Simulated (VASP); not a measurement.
A run of VASP 6.6.1 is set up as follows.

File INCAR:

```
SYSTEM = CuB12
ALGO     = Normal         ! electronic algorithm
EDIFF    = 1E-6           ! SCF threshold, eV
ENCUT    = 600            ! plane-wave cutoff, eV
GGA      = PE             ! functional
GGA_COMPAT= .False.      
ISIF     = 2              ! what is computed and relaxed
ISMEAR   = 0              ! smearing method
LASPH    = .True.         ! aspherical terms in the spheres
LCHARG   = .False.        ! write CHGCAR
LREAL    = .False.        ! projectors in reciprocal space
LWAVE    = .False.        ! write WAVECAR
NBANDS   = 36             ! bands
NELECT   = 48.0         
NELM     = 120            ! most SCF steps
PREC     = Accurate       ! precision mode
SIGMA    = 0.1            ! smearing width, eV
```

The input KPOINTS:

```
k-points
0
Gamma
  8 8 8
  0 0 0
```

File POSCAR:

```
CuB12
1.0
    5.0162653028      0.0000000000      0.0000000000
    0.0000000000      5.0162653028      0.0000000000
    0.0000000000      0.0000000000      5.0162653028
Cu B
1 12
Direct
    0.5000000000      0.5000000000      0.5000000000
    0.2652506162      0.0000000000      0.0000000000
    0.7347493838      0.0000000000      0.0000000000
    0.0000000000      0.2652506162      0.0000000000
    0.0000000000      0.7347493838      0.0000000000
    0.0000000000      0.0000000000      0.2652506162
    0.0000000000      0.0000000000      0.7347493838
    0.1485635737      0.5000000000      0.5000000000
    0.8514364263      0.5000000000      0.5000000000
    0.5000000000      0.1485635737      0.5000000000
    0.5000000000      0.8514364263      0.5000000000
    0.5000000000      0.5000000000      0.1485635737
    0.5000000000      0.5000000000      0.8514364263
```

Potentials or basis: VASP PAW PBE potentials, release 64 (Cu, B).

Run with:

```bash
$ cat potpaw_PBE.64/Cu/POTCAR potpaw_PBE.64/B/POTCAR > POTCAR
$ mpirun -np 1 vasp_std > vasp.out
```

(1) Estimate the largest force.

Results:

(1) 0.581 eV/Å.

Caveat: the cell carries a net charge on a neutralising background, which shifts energy and pressure.
